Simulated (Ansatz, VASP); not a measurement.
## Two plane-wave programs on EuO

INCAR

```
SYSTEM = EuO
PREC = Accurate
ENCUT = 600
EDIFF = 1E-6
ISMEAR = 0
SIGMA = 0.05
LREAL = .FALSE.
LASPH = .TRUE.
NELM = 200
ALGO = Normal
ISIF = 2
LWAVE = .FALSE.
LCHARG = .FALSE.
ISPIN = 2
MAGMOM = 7 7 0 0
LORBIT = 11
LMAXMIX = 6
LDAU = .TRUE.
LDAUTYPE = 2
LDAUL = 3 -1
LDAUU = 6 0
LDAUJ = 0 0
LDAUPRINT = 1
GGA = PE
NBANDS = 35
GGA_COMPAT = .FALSE.
```

KPOINTS

```
regular mesh
0
G
  6 6 4
  0 0 0
```

POSCAR

```
EuO
1.0
    0.0000000000      2.5882963236     -2.5882963236
    0.0000000000      2.5882963236      2.5882963236
    5.1765926472      0.0000000000      0.0000000000
Eu O
2 2
Direct
    0.0000000000      0.0000000000      0.0000000000
    0.5000000000      0.5000000000      0.5000000000
    0.0000000000      1.0000000000      0.5000000000
    0.5000000000      1.5000000000      1.0000000000
```

Input for Ansatz:

```yaml
crystal:
  lattice:
    - [0.0, 2.5882963236, -2.5882963236]
    - [0.0, 2.5882963236, 2.5882963236]
    - [5.1765926472, 0.0, 0.0]
  atoms:
    - { symbol: Eu, position: [0.0, 0.0, 0.0], spin: 7.0 }
    - { symbol: O, position: [0.0, 1.0, 0.5] }
    - { symbol: Eu, position: [0.5, 0.5, 0.5], spin: 7.0 }
    - { symbol: O, position: [0.5, 1.5, 1.0] }
basis:
  ecutwfc: 420
  ecutrho_ratio: 4
kpoints:
  mp_grid: { grid: [6, 6, 4] }
hamiltonian:
  xc: pbe
  hubbard: { sites: [{ species: Eu, l: f, u_eff: 6.0 }] }
scf:
  occupations: { method: gaussian, width: 0.05 }
  lower_state_search: "off"
output:
  forces: true
  stress: true
  eigenvalues: true
  populations: true
  hubbard: { sites: [{ species: Eu, l: f }] }
magnetization:
  spin_polarized: true
checkpoint:
  read: start.run
  write: ck
  compress: false
  write_wavefunctions: false
  write_every: 100000
```

Alike in both runs: task single point; functional PBE; k mesh 6 × 6 × 4; occupations gaussian, width 0.05 eV; collinear spin; Hubbard terms Eu f U = 6.0 eV.

|  | VASP | Ansatz |
| --- | --- | --- |
| version | VASP 6.6.1 | Ansatz 0.2.0 |
| potentials or method | VASP PAW PBE potentials, release 64 (Eu, O), cutoff 600 eV | scalar-relativistic, plane waves, PAW |
| valence electrons in the cell | 46 | 46 |

|  | VASP | Ansatz | Ansatz less VASP |
| --- | --- | --- | --- |
| gap on the k mesh at the Fermi level (eV) | 0.06 | 0.39 | +0.327 |
| least direct gap on the mesh (eV) | 0.06 | 0.39 | +0.327 |
| pressure (GPa) | -0.4 | 0.0 | +0.42 |
| net moment per atom (μB) | 3.50 | 3.50 | 0.000 |
| size of the moment on the site where the two differ most (μB) | 6.73 | 6.76 | +0.036 |

Site moments also hang on the region over which each program counts them. The programs project onto different local orbitals, so the same U acts differently, and such runs can settle in different states.

Neither program's run includes spin-orbit coupling.
